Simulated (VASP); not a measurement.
# SiC (F-43m) in VASP: single point with r2SCAN

Aim: the single point of SiC with r2SCAN.

Program: VASP 6.6.1. These are calculated values, not measurements. Logs are shortened: lines on timing, memory, paths and dates and some standing lists are left out, and cuts for length are marked.

**1. The cell of the first run**

The structure is cubic, space group F-43m (No. 216). The conventional cell has a = 4.348 Å, b = 4.348 Å, c = 4.348 Å, α = 90.00°, β = 90.00°, γ = 90.00°. Si (site symmetry -43m) has 4 C at 1.88 Å within 2.5 Å. Within 2.5 Å of C (site symmetry -43m) lie 4 Si at 1.88 Å.

**2. Single point, r2SCAN**

Input file POSCAR:

```
SiC
1.0
    4.3480000000      0.0000000000      0.0000000000
    0.0000000000      2.1740000000     -2.1740000000
    0.0000000000      6.5220000000      6.5220000000
Si C
6 6
Direct
    0.0000000000      0.0000000000      0.0000000000
    0.5000000000      0.5000000000      0.1666666667
    0.0000000000      0.0000000000      0.3333333333
    0.5000000000      0.5000000000      0.5000000000
    0.0000000000      0.0000000000      0.6666666667
    0.5000000000      0.5000000000      0.8333333333
    0.7500000000      0.0000000000      0.5000000000
    0.2500000000      0.5000000000      0.6666666667
    0.7500000000      0.0000000000      0.8333333333
    0.2500000000      0.5000000000      1.0000000000
    0.7500000000      0.0000000000      0.1666666667
    0.2500000000      0.5000000000      0.3333333333
```

Input file INCAR.step1:

```
ALGO = Normal ; EDIFF = 1E-4
ENCUT = 520 ; GGA = PE
ISMEAR = 0 ; LASPH = T
LCHARG = F ; LREAL = F
LWAVE = T ; NBANDS = 36
NELM = 60 ; PREC = Accurate
SIGMA = 0.05
```

Input file INCAR.step2:

```
ALGO = Normal ; EDIFF = 1E-6
ENCUT = 520 ; ISIF = 2
ISMEAR = 0 ; ISTART = 1
LASPH = T ; LCHARG = T
LELF = T ; LMIXTAU = T
LREAL = F ; LVHAR = T
LWAVE = F ; METAGGA = R2SCAN
NBANDS = 36 ; NELM = 60
PREC = Accurate ; SIGMA = 0.05
```

Input file KPOINTS:

```
k-points
0
Gamma
  6 9 3
```

Potentials or basis: VASP PAW PBE potentials, release 64 (Si, C).

On the command line:

```bash
$ cat potpaw_PBE.64/Si/POTCAR potpaw_PBE.64/C/POTCAR > POTCAR
$ cp INCAR.step1 INCAR
$ mpirun -np 1 vasp_std > vasp.out
$ cp INCAR.step2 INCAR
$ mpirun -np 1 vasp_std > vasp.out
```

OUTCAR:

```text
EDIFF = 1E-6
   ENCUT = 520
   ISIF = 2
   ISMEAR = 0
   ISTART = 1
   LASPH = T
   LREAL = F
   METAGGA = R2SCAN
   NELM = 60
   PREC = Accurate

 ion  position               nearest neighbor table
   1  0.000  0.000  0.000-  10 1.88  10 1.88  11 1.88   9 1.88   3 3.07   5 3.07   2 3.07   2 3.07
                             6 3.07   6 3.07   2 3.07   6 3.07   2 3.07   6 3.07
   2  0.500  0.500  0.167-  12 1.88  11 1.88  11 1.88  10 1.88   3 3.07   3 3.07   3 3.07   3 3.07
                             4 3.07   1 3.07   1 3.07   1 3.07   1 3.07   6 3.07
   3  0.000  0.000  0.333-  11 1.88  12 1.88  12 1.88   7 1.88   2 3.07   2 3.07   2 3.07   2 3.07
                             1 3.07   4 3.07   4 3.07   4 3.07   4 3.07   5 3.07
   4  0.500  0.500  0.500-   7 1.88   7 1.88  12 1.88   8 1.88   2 3.07   6 3.07   5 3.07   3 3.07
                             5 3.07   3 3.07   3 3.07   5 3.07   3 3.07   5 3.07
   5  0.000  0.000  0.667-   9 1.88   8 1.88   8 1.88   7 1.88   6 3.07   6 3.07   6 3.07   6 3.07
                             1 3.07   4 3.07   4 3.07   4 3.07   4 3.07   3 3.07
   6  0.500  0.500  0.833-   8 1.88   9 1.88   9 1.88  10 1.88   5 3.07   5 3.07   5 3.07   5 3.07
                             4 3.07   1 3.07   1 3.07   1 3.07   1 3.07   2 3.07
   7  0.750  0.000  0.500-   4 1.88   4 1.88   5 1.88   3 1.88
   8  0.250  0.500  0.667-   6 1.88   5 1.88   5 1.88   4 1.88
   9  0.750  0.000  0.833-   5 1.88   6 1.88   6 1.88   1 1.88
  10  0.250  0.500  0.000-   1 1.88   1 1.88   6 1.88   2 1.88
  11  0.750  0.000  0.167-   3 1.88   2 1.88   2 1.88   1 1.88
  12  0.250  0.500  0.333-   2 1.88   3 1.88   3 1.88   4 1.88

  LATTYP: Found a simple orthorhombic cell.
 ALAT       =     3.0745002846
 B/A-ratio  =     1.4142135624
 C/A-ratio  =     3.0000000000

  Lattice vectors:

 A1 = (   0.0000000000,  -2.1740000000,   2.1740000000)
 A2 = (   4.3480000000,   0.0000000000,   0.0000000000)
 A3 = (   0.0000000000,   6.5220000000,   6.5220000000)

Analysis of symmetry for initial positions (statically):
=====================================================================
 Subroutine PRICEL returns following result:

  LATTYP: Found a face centered cubic cell.
 ALAT       =     4.3480000002

  Lattice vectors:

 A1 = (   2.1740000000,   2.1740000002,   0.0000000002)
 A2 = (   0.0000000000,   2.1739999998,   2.1739999998)
 A3 = (   2.1740000000,   0.0000000002,   2.1740000002)

   6 primitive cells build up your supercell.

 Routine SETGRP: Setting up the symmetry group for a
 simple orthorhombic supercell.

 Subroutine GETGRP returns: Found  4 space group operations
 (whereof  4 operations were pure point group operations)
 out of a pool of  8 trial point group operations.

The static configuration has the point symmetry C_2v.

Analysis of symmetry for dynamics (positions and initial velocities):
=====================================================================
 Subroutine PRICEL returns following result:

  LATTYP: Found a face centered cubic cell.
 ALAT       =     4.3480000002

  Lattice vectors:

 A1 = (   2.1740000000,   2.1740000002,   0.0000000002)
 A2 = (   0.0000000000,   2.1739999998,   2.1739999998)
 A3 = (   2.1740000000,   0.0000000002,   2.1740000002)

   6 primitive cells build up your supercell.

 Routine SETGRP: Setting up the symmetry group for a
 simple orthorhombic supercell.

 Subroutine GETGRP returns: Found  4 space group operations
 (whereof  4 operations were pure point group operations)
 out of a pool of  8 trial point group operations.

The dynamic configuration has the point symmetry C_2v.

 Subroutine INISYM returns: Found  4 space group operations
 (whereof  4 operations are pure point group operations),
 and found     6 'primitive' translations

----------------------------------------------------------------------------------------

                                     Primitive cell

  volume of cell :      20.5498

  direct lattice vectors                    reciprocal lattice vectors
     2.174000000  2.174000000  0.000000000     0.229990800  0.229990800 -0.229990800
     0.000000000  2.174000000  2.174000000    -0.229990800  0.229990800  0.229990800
     2.174000000  0.000000000  2.174000000     0.229990800 -0.229990800  0.229990800

  length of vectors
     3.074500285  3.074500284  3.074500285     0.398355752  0.398355752  0.398355752

  position of ions in fractional coordinates (direct lattice)
     0.000000000  0.000000000  0.000000000
     0.750000000  0.750000000  0.750000000

  ion indices of the primitive-cell ions
   primitive index   ion index
                 1           1
                 2           9

----------------------------------------------------------------------------------------

 KPOINTS: k-points

Automatic generation of k-mesh.
 Grid dimensions read from file:
 generate k-points for:    6    9    3

 Generating k-lattice:

  Cartesian coordinates                     Fractional coordinates (reciprocal lattice)
     0.038331800  0.000000000  0.000000000     0.166666667  0.000000000  0.000000000
     0.000000000  0.025554533 -0.025554533     0.000000000  0.111111111  0.000000000
     0.000000000  0.025554533  0.025554533     0.000000000  0.000000000  0.333333333

  Length of vectors
     0.038331800  0.036139568  0.036139568

  Shift w.r.t. Gamma in fractional coordinates (k-lattice)
     0.000000000  0.000000000  0.000000000

 Subroutine IBZKPT returns following result:
 ===========================================

 Found     40 irreducible k-points:

 Following reciprocal coordinates:
            Coordinates               Weight
  0.000000  0.000000  0.000000      1.000000
  0.166667  0.000000  0.000000      2.000000
  0.333333  0.000000  0.000000      2.000000
  0.500000  0.000000  0.000000      1.000000
  0.000000  0.111111  0.000000      2.000000
  0.166667  0.111111  0.000000      4.000000
[... 16 lines left out ...]
  0.333333  0.000000  0.333333      4.000000
  0.500000  0.000000  0.333333      2.000000
 [... further k-points ...]
   k-points           NKPTS =     40   k-points in BZ     NKDIM =     40   number of bands    NBANDS=     36
   number of dos      NEDOS =    301   number of ions     NIONS =     12
   total plane-waves  NPLWV =  53760
   dimension x,y,z NGX =    32 NGY =   24 NGZ =   70
   dimension x,y,z NGXF=    64 NGYF=   48 NGZF=  140
   ions per type =               6   6
   NGX,Y,Z   is equivalent  to a cutoff of  12.24, 12.98, 12.62 a.u.
   NGXF,Y,Z  is equivalent  to a cutoff of  24.47, 25.95, 25.23 a.u.
 SYSTEM =  unknown system
   PREC   = accura    normal or accurate (medium, high low for compatibility)
   ISTART =      1    job   : 0-new  1-cont  2-samecut
   ICHARG =      0    charge: 1-file 2-atom 10-const
   ISPIN  =      1    spin polarized calculation?
   LNONCOLLINEAR =      F non collinear calculations
   LSORBIT =      F    spin-orbit coupling
   LASPH  =      T    aspherical Exc in radial PAW
   ENCUT  =  520.0 eV  38.22 Ry    6.18 a.u.   8.08  5.72 17.15*2*pi/ulx,y,z
   NELM   =     60;   NELMIN=  2; NELMDL=  0     # of ELM steps
   EDIFF  = 0.1E-05   stopping-criterion for ELM
   LREAL  =      F    real-space projection
   EDIFFG = 0.1E-04   stopping-criterion for IOM
   NSW    =      0    number of steps for IOM
   IBRION =     -1    ionic relax: 0-MD 1-quasi-New 2-CG
   NFREE  =      0    steps in history (QN), initial steepest desc. (CG)
   ISIF   =      2    stress and relaxation
   ISYM   =      2    0-nonsym 1-usesym 2-fastsym
   POTIM  = 0.5000    time-step for ionic-motion
   TEBEG  =    0.0;   TEEND  =   0.0 temperature during run
   PSTRESS=    0.0 pullay stress
   NELECT =      48.0000    total number of electrons
   NUPDOWN=      -1.0000    fix difference up-down
   EMIN   =  10.00;   EMAX   =-10.00  energy-range for DOS
   EFERMI =   0.00;   METHOD = LEGACY
   ISMEAR =     0;   SIGMA  =   0.05  broadening in eV -4-tet -1-fermi 0-gaus
   EFERMI_NEDOS =   21; number of points for ismear=-14 and -15
   IALGO  =     38    algorithm
   IMIX   =      4    mixing-type and parameters
     AMIX     =   0.40;   BMIX     =  1.00
     AMIX_MAG =   1.60;   BMIX_MAG =  1.00
  volume/ion in A,a.u.               =      10.27        69.34
  Fermi-wavevector in a.u.,A,eV,Ry     =   1.195369  2.258920 19.441458  1.428907
  Thomas-Fermi vector in A             =   2.331336
   LORBIT       =      0    0 simple, 1 ext, 2 COOP (PROOUT), +10 PAW based schemes
   METAGGA = R2SCAN    functional components
   LHFCALC =     F    Hartree Fock is set to
   AEXX    =    0.0000 exact exchange contribution
   IVDW    =     0    specifies the selected vdW correction
   LEPSILON=     F    determine dielectric tensor
   LRPA    =     F    only Hartree local field effects (RPA)
 non-spin polarized calculation
 Gauss-broadening in eV      SIGMA  =   0.05
  energy-cutoff  :      520.00
  volume of cell :      123.30
 maximum number of plane-waves:      3356
   NGX = 17   NGY = 11   NGZ = 35

 number of electron      48.0000002 magnetization

 Free energy of the ion-electron system (eV)
  ---------------------------------------------------
  ext. energy  EPLUGINS =         0.00000000
  ---------------------------------------------------
  free energy    TOTEN  =      -115.95954232 eV

  energy without entropy =     -115.95954232  energy(sigma->0) =     -115.95954232

 E-fermi :   8.2703     XC(G=0): -11.9653

 val. band max:        8.0594008645   @ k =   0.0000   0.0000   0.0000
 cond. band min:       9.7799786606   @ k =   0.0000   0.0000   0.0000
 fundamental gap:      1.7205777960
 Fermi energy:         8.2703422762

 k-point     1 :       0.0000    0.0000    0.0000
  band No.  band energies     occupation
      1      -8.1751      2.00000
      2      -6.7052      2.00000
      3      -6.7052      2.00000
      4      -3.4375      2.00000
      5      -3.4375      2.00000
      6      -3.0544      2.00000
[... 28 lines left out ...]
     35      16.3445      0.00000
     36      16.3446      0.00000
[... 866 lines left out ...]
      6      -4.6363      2.00000
[... 28 lines left out ...]
     35      15.9385      0.00000
     36      15.9385      0.00000

 [... further k-points ...]

------------------------ aborting loop because EDIFF is reached ----------------------------------------

  FORCE on cell =-STRESS in cart. coord.  units (eV):
  Direction    XX          YY          ZZ          XY          YZ          ZX
  --------------------------------------------------------------------------------------
  -------------------------------------------------------------------------------------
  Total        0.8663989      0.8737109      0.8737109      0.0000000      0.0002387      0.0000000
  in kB       11.2581913     11.3532051     11.3532051      0.0000000      0.0031021      0.0000000
  external PRESSURE =      11.3215338 kB  Pullay stress =       0.0000000 kB

 VOLUME and BASIS-vectors are now :
 -----------------------------------------------------------------------------
  energy-cutoff  :      520.00
  volume of cell :      123.30
      direct lattice vectors                 reciprocal lattice vectors
     4.348000000  0.000000000  0.000000000     0.229990800  0.000000000  0.000000000
     0.000000000  2.174000000 -2.174000000     0.000000000  0.229990800 -0.229990800
     0.000000000  6.522000000  6.522000000     0.000000000  0.076663600  0.076663600

 POSITION                                       TOTAL-FORCE (eV/Angst)
 -----------------------------------------------------------------------------------
      0.00000      0.00000      0.00000         0.000003      0.000000     -0.000000
      2.17400      2.17400      0.00000         0.000003      0.000000     -0.000000
      0.00000      2.17400      2.17400         0.000003      0.000000     -0.000000
      2.17400      4.34800      2.17400         0.000003      0.000000     -0.000000
      0.00000      4.34800      4.34800         0.000003      0.000000     -0.000000
      2.17400      6.52200      4.34800         0.000003     -0.000000      0.000000
      3.26100      3.26100      3.26100        -0.000003      0.000000      0.000000
      1.08700      5.43500      3.26100        -0.000003      0.000000     -0.000000
      3.26100      5.43500      5.43500        -0.000003      0.000000      0.000000
      1.08700      1.08700     -1.08700        -0.000003      0.000000      0.000000
      3.26100      1.08700      1.08700        -0.000003      0.000000     -0.000000
      1.08700      3.26100      1.08700        -0.000003     -0.000000     -0.000000
 -----------------------------------------------------------------------------------
    total drift:                               -0.000145     -0.000000      0.000000

  FREE ENERGIE OF THE ION-ELECTRON SYSTEM (eV)
  ---------------------------------------------------
  free  energy   TOTEN  =      -115.9595423225 eV

  energy  without entropy=     -115.9595423225  energy(sigma->0) =     -115.95954232
```

Wall time 7 min (1 thread of Intel Xeon Platinum 8259CL at 2.50GHz (Skylake/Cascade Lake), shared host); peak memory 0.3 GiB.

Results:

```
Free energy            : -115.9595 eV
Pressure               : 1.1 GPa
Band gap on the k mesh : 1.72 eV
```

Levels at points of the mesh, in eV from the valence-band top:
```csv
k point,band 22,band 23,band 24,band 25,band 26,band 27
"(0.00, 0.00, 0.00)",0.00,0.00,0.00,1.72,4.31,4.31
"(0.50, 0.00, 0.00)",-1.37,-1.37,-1.37,4.56,4.56,6.28
```

Caveat: the PAW data sets were made with another functional, which shifts forces and pressure a little. A k mesh can miss the band edges.
